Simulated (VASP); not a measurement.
Input of a VASP 6.6.1 run:

INCAR

```
ALGO = Normal
EDIFF = 1E-6
ENCUT = 520
GGA = CA
ISIF = 2
ISMEAR = 0
LASPH = True
LCHARG = True
LELF = True
LREAL = False
LVHAR = True
LWAVE = False
NBANDS = 16
NELM = 80
PREC = Accurate
SIGMA = 0.03
```

The input KPOINTS:

```
k-points
0
Gamma
  10 10 10
```

File POSCAR:

```
Si
1.0
   -3.2256809613      3.2256809613      1.9512214449
    3.2256809613     -3.2256809613      1.9512214449
    3.2256809613      3.2256809613     -1.9512214449
Si
4
Direct
    0.1788010600      0.1788010600      0.3576021200
    0.8211989400      0.8211989400      0.6423978800
    0.1788010600      0.8211989400      0.0000000000
    0.8211989400      0.1788010600      0.0000000000
```

Potentials or basis: VASP PAW LDA potentials, release 64 (Si).

Launch:

```console
$ cat potpaw_LDA.64/Si/POTCAR > POTCAR
$ mpirun -np 1 vasp_std > vasp.out
```

Task: What does it give for the pressure?

Result: 2.3 GPa.

Task: Estimate the band gap on the k mesh.

Result: Zero (band 8 reaches 5.93 eV, above the bottom of band 9 at 5.83 eV).

Task: Predict the largest force.

Result: 0.661 eV/Å.

Stress tensor (GPa, compression positive):
```
 5.15  0.00  0.00
 0.00  5.15  0.00
 0.00  0.00 -3.30
```

Caveat: the cell differs from its parent crystal (strain -0.030 along x and y, +0.015 along z).
